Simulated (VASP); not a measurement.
## PbF2: single point with PBE

The system is PbF2.

```
CELL_PARAMETERS angstrom
0.00000 3.03667 3.03667
2.96985 0.06682 2.96985
2.96985 2.96985 0.06682
ATOMIC_POSITIONS crystal
Pb 0.00000 0.00000 0.00000
F 0.25000 0.25000 0.25000
F 0.75000 0.75000 0.75000
```

This cell differs from its parent crystal: strain +0.0450 x Voigt [0, 0, 0, 1, 0, 0].

* Program: VASP 6.6.1
* Task: single point
* Functional: PBE
* Potentials or basis: VASP PAW PBE potentials, release 64 (Pb_d, F)
* Cutoff: 520 eV
* k mesh: 8 × 8 × 8
* Occupations: gaussian, width 0.05 eV
* Spin: no spin polarisation
* Dipole correction: no
* Further INCAR settings: ALGO = Normal; EDIFF = 1e-07; NBANDS = 21

```yaml
Pressure: 2.2 GPa
Largest_force: 0.129 eV/Å
Band_gap_on_the_k_mesh: 4.39 eV, indirect (least direct gap 4.55 eV)
```

Forces in eV/Å, atoms in the order of the input:
```
Pb   0.000  0.000  0.000
F   -0.129  0.000  0.000
F    0.129  0.000  0.000
```

Stress tensor (GPa, compression positive):
```
 2.20  0.00  0.00
 0.00  2.18 -1.48
 0.00 -1.48  2.18
```

Levels at points of the mesh, in eV from the valence-band top:
```tsv
k point	band 10	band 11	band 12	band 13	band 14	band 15	band 16	band 17	band 18	band 19
(0.00, 0.00, 0.00)	-2.44	-2.42	-2.04	-1.97	-1.89	6.45	6.76	7.06	10.61	15.11
(0.50, 0.00, 0.00)	-2.69	-2.61	-2.13	-2.12	-0.08	4.89	7.53	7.88	13.23	13.63
(0.00, 0.50, 0.00)	-2.72	-2.63	-2.14	-2.14	0.00	5.13	7.39	7.74	13.15	13.43
(0.50, 0.50, 0.00)	-3.53	-1.56	-1.55	-1.55	-0.15	4.39	7.85	7.88	8.96	14.14
(0.00, 0.50, 0.50)	-3.49	-1.57	-1.55	-1.52	-0.16	4.41	7.60	8.13	8.96	14.16
```

Wall time 56 s on 1 thread of Intel(R) Xeon(R) Platinum 8259CL CPU @ 2.50GHz (Skylake/Cascade Lake) (shared host), peak memory 0.23 GiB.

Caveat: the cell differs from its parent crystal (strain +0.0450 x Voigt [0, 0, 0, 1, 0, 0]); spin-orbit coupling is left out, which moves the levels of the heavy elements. A k mesh can miss the band edges.
